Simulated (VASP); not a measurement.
# CuI (P-3m1) in VASP: dielectric tensor with LDA

Aim: the dielectric tensor of CuI with LDA.

Everything below comes from runs of VASP 6.6.1. Logs are shortened: lines on timing, memory, paths and dates and some standing lists are left out, and cuts for length are marked.

## Step 1: The cell of the first run

It takes space group P-3m1 (No. 164, trigonal). The conventional cell has a = 4.129 Å, b = 4.129 Å, c = 7.478 Å, α = 90.00°, β = 90.00°, γ = 120.00°. Within 3.4 Å of Cu (site symmetry 3m) lie 4 I at 2.58 to 2.68 Å and 3 Cu at 2.74 Å. Within 3.4 Å of I (site symmetry 3m) lie 4 Cu at 2.58 to 2.68 Å.

## Step 2: Dielectric tensor, LDA

The input, INCAR:

```
SYSTEM = CuI
PREC = Accurate ; ENCUT = 520
EDIFF = 1E-8 ; ISMEAR = 0
SIGMA = 0.01 ; LREAL = .FALSE.
LASPH = .TRUE. ; NELM = 120
ALGO = Normal ; ISIF = 2
LWAVE = .FALSE. ; LCHARG = .FALSE.
GGA = CA ; LEPSILON = .TRUE.
GGA_COMPAT = .FALSE.
```

The input, KPOINTS:

```
regular mesh
0
G
  6 6 4
  0 0 0
```

The input, POSCAR:

```
CuI
1.0
    4.1286180000      0.0000000000      0.0000000000
   -2.0643090000      3.5754880705      0.0000000000
    0.0000000000      0.0000000000      7.4781060000
Cu I
2 2
Direct
    0.6666666667      0.3333333333      0.5899520000
    0.3333333333      0.6666666667      0.4100480000
    0.3333333333      0.6666666667      0.7547480000
    0.6666666667      0.3333333333      0.2452520000
```

Potentials or basis: VASP PAW LDA potentials, release 64 (Cu, I).

Command:

```console
$ cat potpaw_LDA.64/Cu/POTCAR potpaw_LDA.64/I/POTCAR > POTCAR
$ mpirun -np 1 vasp_std > vasp.out
```

OUTCAR:

```text
SYSTEM = CuI
   PREC = Accurate
   ENCUT = 520
   EDIFF = 1E-8
   ISMEAR = 0
   LREAL = .FALSE.
   LASPH = .TRUE.
   NELM = 120
   ISIF = 2
   GGA = CA
   LEPSILON = .TRUE.

 ion  position               nearest neighbor table
   1  0.667  0.333  0.590-   4 2.58   3 2.68   3 2.68   3 2.68   2 2.74   2 2.74   2 2.74
   2  0.333  0.667  0.410-   3 2.58   4 2.68   4 2.68   4 2.68   1 2.74   1 2.74   1 2.74
   3  0.333  0.667  0.755-   2 2.58   1 2.68   1 2.68   1 2.68
   4  0.667  0.333  0.245-   1 2.58   2 2.68   2 2.68   2 2.68

  LATTYP: Found a hexagonal cell.
 ALAT       =     4.1286180000
 C/A-ratio  =     1.8112855198

  Lattice vectors:

 A1 = (   4.1286180000,   0.0000000000,   0.0000000000)
 A2 = (  -2.0643090000,   3.5754880705,   0.0000000000)
 A3 = (   0.0000000000,   0.0000000000,   7.4781060000)

Analysis of symmetry for initial positions (statically):
=====================================================================
 Subroutine PRICEL returns:
 Original cell was already a primitive cell.

 Routine SETGRP: Setting up the symmetry group for a
 hexagonal supercell.

 Subroutine GETGRP returns: Found 12 space group operations
 (whereof 12 operations were pure point group operations)
 out of a pool of 24 trial point group operations.

The static configuration has the point symmetry D_3d.

Analysis of symmetry for dynamics (positions and initial velocities):
=====================================================================
 Subroutine PRICEL returns:
 Original cell was already a primitive cell.

 Routine SETGRP: Setting up the symmetry group for a
 hexagonal supercell.

 Subroutine GETGRP returns: Found 12 space group operations
 (whereof 12 operations were pure point group operations)
 out of a pool of 24 trial point group operations.

The dynamic configuration has the point symmetry D_3d.

 Subroutine INISYM returns: Found 12 space group operations
 (whereof 12 operations are pure point group operations),
 and found     1 'primitive' translations

----------------------------------------------------------------------------------------

                                     Primitive cell

  volume of cell :     110.3905

  direct lattice vectors                    reciprocal lattice vectors
     4.128618000  0.000000000  0.000000000     0.242211801  0.139841048  0.000000000
    -2.064309000  3.575488071  0.000000000     0.000000000  0.279682097  0.000000000
     0.000000000  0.000000000  7.478106000     0.000000000  0.000000000  0.133723700

  length of vectors
     4.128618000  4.128618000  7.478106000     0.279682097  0.279682097  0.133723700

  position of ions in fractional coordinates (direct lattice)
     0.666666667  0.333333333  0.589952000
     0.333333333  0.666666667  0.410048000
     0.333333333  0.666666667  0.754748000
     0.666666667  0.333333333  0.245252000

  ion indices of the primitive-cell ions
   primitive index   ion index
                 1           1
                 2           2
                 3           3
                 4           4

----------------------------------------------------------------------------------------

 KPOINTS: regular mesh

Automatic generation of k-mesh.
 Grid dimensions read from file:
 generate k-points for:    6    6    4

 Generating k-lattice:

  Cartesian coordinates                     Fractional coordinates (reciprocal lattice)
     0.040368633  0.023306841  0.000000000     0.166666667  0.000000000  0.000000000
     0.000000000  0.046613683  0.000000000     0.000000000  0.166666667  0.000000000
     0.000000000  0.000000000  0.033430925     0.000000000  0.000000000  0.250000000

  Length of vectors
     0.046613683  0.046613683  0.033430925

  Shift w.r.t. Gamma in fractional coordinates (k-lattice)
     0.000000000  0.000000000  0.000000000

 Subroutine IBZKPT returns following result:
 ===========================================

 Found     24 irreducible k-points:

 Following reciprocal coordinates:
            Coordinates               Weight
  0.000000  0.000000  0.000000      1.000000
  0.166667  0.000000  0.000000      6.000000
  0.333333 -0.000000  0.000000      6.000000
  0.500000 -0.000000  0.000000      3.000000
  0.166667  0.166667  0.000000      6.000000
  0.333333  0.166667  0.000000     12.000000
[... 16 lines left out ...]
  0.333333  0.166667  0.500000     12.000000
  0.333333  0.333333  0.500000      2.000000
   k-points           NKPTS =     24   k-points in BZ     NKDIM =     24   number of bands    NBANDS=     22
   number of dos      NEDOS =    301   number of ions     NIONS =      4
   total plane-waves  NPLWV =  57344
   dimension x,y,z NGX =    32 NGY =   32 NGZ =   56
   dimension x,y,z NGXF=    64 NGYF=   64 NGZF=  112
   ions per type =               2   2
   NGX,Y,Z   is equivalent  to a cutoff of  12.89, 12.89, 12.45 a.u.
   NGXF,Y,Z  is equivalent  to a cutoff of  25.77, 25.77, 24.90 a.u.
 SYSTEM =  CuI
   PREC   = accura    normal or accurate (medium, high low for compatibility)
   ISTART =      0    job   : 0-new  1-cont  2-samecut
   ICHARG =      2    charge: 1-file 2-atom 10-const
   ISPIN  =      1    spin polarized calculation?
   LNONCOLLINEAR =      F non collinear calculations
   LSORBIT =      F    spin-orbit coupling
   LASPH  =      T    aspherical Exc in radial PAW
   ENCUT  =  520.0 eV  38.22 Ry    6.18 a.u.   7.68  7.68 13.90*2*pi/ulx,y,z
   NELM   =    120;   NELMIN=  2; NELMDL= -5     # of ELM steps
   EDIFF  = 0.1E-07   stopping-criterion for ELM
   LREAL  =      F    real-space projection
   EDIFFG = 0.1E-06   stopping-criterion for IOM
   NSW    =      0    number of steps for IOM
   IBRION =     -1    ionic relax: 0-MD 1-quasi-New 2-CG
   NFREE  =      0    steps in history (QN), initial steepest desc. (CG)
   ISIF   =      2    stress and relaxation
   ISYM   =      2    0-nonsym 1-usesym 2-fastsym
   POTIM  = 0.5000    time-step for ionic-motion
   TEBEG  =    0.0;   TEEND  =   0.0 temperature during run
   PSTRESS=    0.0 pullay stress
   NELECT =      36.0000    total number of electrons
   NUPDOWN=      -1.0000    fix difference up-down
   EMIN   =  10.00;   EMAX   =-10.00  energy-range for DOS
   EFERMI =   0.00;   METHOD = LEGACY
   ISMEAR =     0;   SIGMA  =   0.01  broadening in eV -4-tet -1-fermi 0-gaus
   EFERMI_NEDOS =   21; number of points for ismear=-14 and -15
   IALGO  =     38    algorithm
   IMIX   =      4    mixing-type and parameters
     AMIX     =   0.40;   BMIX     =  1.00
     AMIX_MAG =   1.60;   BMIX_MAG =  1.00
  volume/ion in A,a.u.               =      27.60       186.24
  Fermi-wavevector in a.u.,A,eV,Ry     =   1.126847  2.129433 17.276475  1.269785
  Thomas-Fermi vector in A             =   2.263531
   LORBIT       =      0    0 simple, 1 ext, 2 COOP (PROOUT), +10 PAW based schemes
   GGA     = CA    functional components
   LHFCALC =     F    Hartree Fock is set to
   AEXX    =    0.0000 exact exchange contribution
   IVDW    =     0    specifies the selected vdW correction
   LEPSILON=     T    determine dielectric tensor
   LRPA    =     F    only Hartree local field effects (RPA)
 non-spin polarized calculation
 Gauss-broadening in eV      SIGMA  =   0.01
  energy-cutoff  :      520.00
  volume of cell :      110.39
 maximum number of plane-waves:      2998
 NGX is ok and might be reduce to    32
   NGX = 15   NGY = 15   NGZ = 27

--------------------------------------- Ionic step        1  -------------------------------------------

 number of electron      36.0000025 magnetization

 E-fermi :   4.0359     XC(G=0):  -9.3026

 val. band max:        3.9605778577   @ k =   0.0000   0.0000   0.0000
 cond. band min:       5.4687369897   @ k =   0.0000   0.0000   0.0000
 fundamental gap:      1.5081591320
 Fermi energy:         4.0359108035

 k-point     1 :       0.0000    0.0000    0.0000
  band No.  band energies     occupation
      1      -9.7576      2.00000
      2      -9.2637      2.00000
      3      -1.6683      2.00000
      4       0.1892      2.00000
      5       0.6091      2.00000
      6       0.6091      2.00000
[... 574 lines left out ...]
      6      -0.0949      2.00000
[... 14 lines left out ...]
     21       7.8828      0.00000
     22       9.7376      0.00000

  FORCE on cell =-STRESS in cart. coord.  units (eV):
  Direction    XX          YY          ZZ          XY          YZ          ZX
  --------------------------------------------------------------------------------------
  -------------------------------------------------------------------------------------
  Total       -2.3431595     -2.3431595     -2.5499427      0.0000000      0.0000000      0.0000000
  in kB      -34.0079755    -34.0079755    -37.0091703      0.0000000      0.0000000      0.0000000
  external PRESSURE =     -35.0083737 kB  Pullay stress =       0.0000000 kB

 VOLUME and BASIS-vectors are now :
 -----------------------------------------------------------------------------
  energy-cutoff  :      520.00
  volume of cell :      110.39
      direct lattice vectors                 reciprocal lattice vectors
     4.128618000  0.000000000  0.000000000     0.242211801  0.139841048  0.000000000
    -2.064309000  3.575488071  0.000000000     0.000000000  0.279682097  0.000000000
     0.000000000  0.000000000  7.478106000     0.000000000  0.000000000  0.133723700

 POSITION                                       TOTAL-FORCE (eV/Angst)
 -----------------------------------------------------------------------------------
      2.06431      1.19183      4.41172        -0.000000      0.000000     -0.030581
     -0.00000      2.38366      3.06638         0.000000     -0.000000      0.030581
     -0.00000      2.38366      5.64409        -0.000000      0.000000     -0.461615
      2.06431      1.19183      1.83402         0.000000     -0.000000      0.461615
 -----------------------------------------------------------------------------------
    total drift:                               -0.000000      0.000000      0.000000

  FREE ENERGIE OF THE ION-ELECTRON SYSTEM (eV)
  ---------------------------------------------------
  free  energy   TOTEN  =       -13.8892215083 eV

  energy  without entropy=      -13.8892215083  energy(sigma->0) =      -13.88922151

 HEAD OF MICROSCOPIC STATIC DIELECTRIC TENSOR (INDEPENDENT PARTICLE, excluding Hartree and local field effects)
 ------------------------------------------------------
           6.699722    -0.000000     0.000000
           0.000000     6.699722     0.000000
           0.000000     0.000000     6.580534
 ------------------------------------------------------

 Free energy of the ion-electron system (eV)
  ---------------------------------------------------
  ---------------------------------------------------
  free energy    TOTEN  =        -1.67944139 eV

  energy without entropy =       -1.67944139

------------------------ aborting loop because EDIFF is reached ----------------------------------------

--------------------------------------- Ionic step        2  -------------------------------------------

------------------------ aborting loop because EDIFF is reached ----------------------------------------

--------------------------------------- Ionic step        3  -------------------------------------------

 Free energy of the ion-electron system (eV)
  ---------------------------------------------------
  ---------------------------------------------------
  free energy    TOTEN  =        -1.28477061 eV

  energy without entropy =       -1.28477061

------------------------ aborting loop because EDIFF is reached ----------------------------------------

 PIEZOELECTRIC TENSOR FIELD DIRECTION 3  (e Angst)
 -----------------------------------------------------------------------------
    -0.02584 -0.00000  0.00000           ( -0.00008  0.00000  0.00000)
     0.00000 -0.02584  0.00000           (  0.00000 -0.00008 -0.00000)
    -0.00000 -0.00000  0.04714           (  0.00000 -0.00000 -0.00009)

 PIEZOELECTRIC TENSOR FIELD DIRECTION 3  (C/m^2)
 -----------------------------------------------------------------------------
    -0.00375 -0.00000  0.00000
     0.00000 -0.00375  0.00000
    -0.00000 -0.00000  0.00684

 MACROSCOPIC STATIC DIELECTRIC TENSOR (including local field effects in DFT)
 ------------------------------------------------------
           6.229580     0.000000     0.000000
           0.000000     6.229580     0.000000
           0.000000     0.000000     4.922757
 ------------------------------------------------------

 PIEZOELECTRIC TENSOR (including local field effects)  for field in x, y, z        (e  Angst)
          XX          YY          ZZ          XY          YZ          ZX
  --------------------------------------------------------------------------------
  x     0.00000     0.00000     0.00000     0.00000     0.00000     0.00000
  y     0.00000     0.00000     0.00000     0.00000     0.00000     0.00000
  z     0.00000     0.00000     0.00000     0.00000     0.00000     0.00000

 PIEZOELECTRIC TENSOR (including local field effects)  for field in x, y, z        (C/m^2)
          XX          YY          ZZ          XY          YZ          ZX
  --------------------------------------------------------------------------------
  x     0.00000     0.00000     0.00000     0.00000     0.00000     0.00000
  y     0.00000     0.00000     0.00000     0.00000     0.00000     0.00000
  z     0.00000     0.00000     0.00000     0.00000     0.00000     0.00000

 BORN EFFECTIVE CHARGES (including local field effects) (in |e|, cummulative output)
 ---------------------------------------------------------------------------------
 ion    1
    1     1.12328     0.00000     0.00000
    2     0.00000     1.12328    -0.00000
    3     0.00000     0.00000     0.67562
 ion    2
    1     1.12328     0.00000     0.00000
    2     0.00000     1.12328    -0.00000
    3    -0.00000     0.00000     0.67562
 ion    3
    1    -1.12328     0.00000     0.00000
    2     0.00000    -1.12328     0.00000
    3     0.00000     0.00000    -0.67562
 ion    4
    1    -1.12328     0.00000     0.00000
    2     0.00000    -1.12328     0.00000
    3     0.00000     0.00000    -0.67562
```

Run time: 7.4 min. Hardware: 1 thread of AMD EPYC 9R45 (Zen 5), shared host; peak memory 0.42 GiB.

Results:

```yaml
Band_gap_on_the_k_mesh: 1.51 eV
Electronic_dielectric_tensor_diagonal: 6.23, 6.23, 4.92
Born_charges_mean_of_the_diagonal: Cu +0.97; I -0.97 e
```

Electronic dielectric tensor:
```
6.23 0.00 0.00
0.00 6.23 0.00
0.00 0.00 4.92
```

Born effective charge tensors (e):
atom 1, Cu
```
1.12 0.00 0.00
0.00 1.12 0.00
0.00 0.00 0.68
```
atom 2, Cu
```
1.12 0.00 0.00
0.00 1.12 0.00
0.00 0.00 0.68
```
atom 3, I
```
-1.12  0.00  0.00
 0.00 -1.12  0.00
 0.00  0.00 -0.68
```
atom 4, I
```
-1.12  0.00  0.00
 0.00 -1.12  0.00
 0.00  0.00 -0.68
```

Caveat: spin-orbit coupling is left out, which moves the levels of the heavy elements.
